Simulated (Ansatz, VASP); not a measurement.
## CdS in VASP and in Ansatz

Contents of POSCAR:

```
CdS
1.0
    0.0000000000      2.7894750496      2.7894750496
    2.7894750496      0.0000000000      2.7894750496
    2.7894750496      2.7894750496      0.0000000000
Cd S
1 1
Direct
    0.0000000000      0.0000000000      0.0000000000
    0.5000000000      0.5000000000      0.5000000000
```

File INCAR.step1:

```
SYSTEM = CdS
ALGO     = Normal         ! electronic algorithm
EDIFF    = 1E-5           ! SCF threshold, eV
ENCUT    = 520            ! plane-wave cutoff, eV
GGA      = PE             ! functional
ISIF     = 2              ! what is computed and relaxed
ISMEAR   = -1             ! smearing method
LASPH    = .True.         ! aspherical terms in the spheres
LCHARG   = .False.        ! write CHGCAR
LREAL    = .False.        ! projectors in reciprocal space
LWAVE    = .True.         ! write WAVECAR
NBANDS   = 16             ! bands
NELM     = 60             ! most SCF steps
PREC     = Accurate       ! precision mode
SIGMA    = 0.05           ! smearing width, eV
```

Contents of INCAR.step2:

```
SYSTEM = CdS
AEXX     = 0.25           ! exact-exchange fraction
ALGO     = Normal         ! electronic algorithm
EDIFF    = 1E-6           ! SCF threshold, eV
ENCUT    = 520            ! plane-wave cutoff, eV
GGA      = PE             ! functional
ISIF     = 2              ! what is computed and relaxed
ISMEAR   = -1             ! smearing method
ISTART   = 1            
LASPH    = .True.         ! aspherical terms in the spheres
LCHARG   = .False.        ! write CHGCAR
LHFCALC  = .True.         ! exact exchange
LREAL    = .False.        ! projectors in reciprocal space
LWAVE    = .False.        ! write WAVECAR
NBANDS   = 16             ! bands
NELM     = 60             ! most SCF steps
PREC     = Accurate       ! precision mode
PRECFOCK = Normal       
SIGMA    = 0.05           ! smearing width, eV
```

KPOINTS

```
k-points
0
Gamma
  4 4 4
  0 0 0
```

input.yaml

```yaml
crystal:
  lattice:
    - [0.0, 2.7894750496, 2.7894750496]
    - [2.7894750496, 0.0, 2.7894750496]
    - [2.7894750496, 2.7894750496, 0.0]
  atoms:
    - { symbol: Cd, position: [0.0, 0.0, 0.0] }
    - { symbol: S, position: [0.5, 0.5, 0.5] }
hamiltonian:
  xc: pbe0
  pseudopotentials: { kind: paw }
kpoints:
  mp_grid: { grid: [4, 4, 4] }
scf:
  occupations: { method: fermi_dirac, width: 0.05 }
output:
  forces: true
  stress: true
  eigenvalues: true
```

Alike in both runs: task single point; functional PBE0; k mesh 4 × 4 × 4; occupations fermi-dirac, width 0.05 eV; no spin polarisation.

|  | VASP | Ansatz |
| --- | --- | --- |
| version | VASP 6.6.1 | Ansatz 0.2.0 |
| potentials or method | VASP PAW PBE potentials, release 64 (Cd, S) | Ansatz PAW |
| plane-wave cutoff (eV) | 520 | 420 |
| valence electrons in the cell | 18 | 26 |

VASP gave:

* gap on the k mesh at the Fermi level (eV): 1.92
* least direct gap on the mesh (eV): 3.00
* pressure (GPa): -4.4

Problem. What did Ansatz give for the same quantities?

Solution. gap on the k mesh at the Fermi level (eV): 1.89; least direct gap on the mesh (eV): 2.98; pressure (GPa): -4.6.

The functional is the same, so the differences come from potentials, cutoffs and numerics. VASP's potentials hold 18 valence electrons a cell and Ansatz's 26, so a difference there can come from the potentials and not from the codes.

The k mesh is coarse, so the values compare programs but aren't converged.
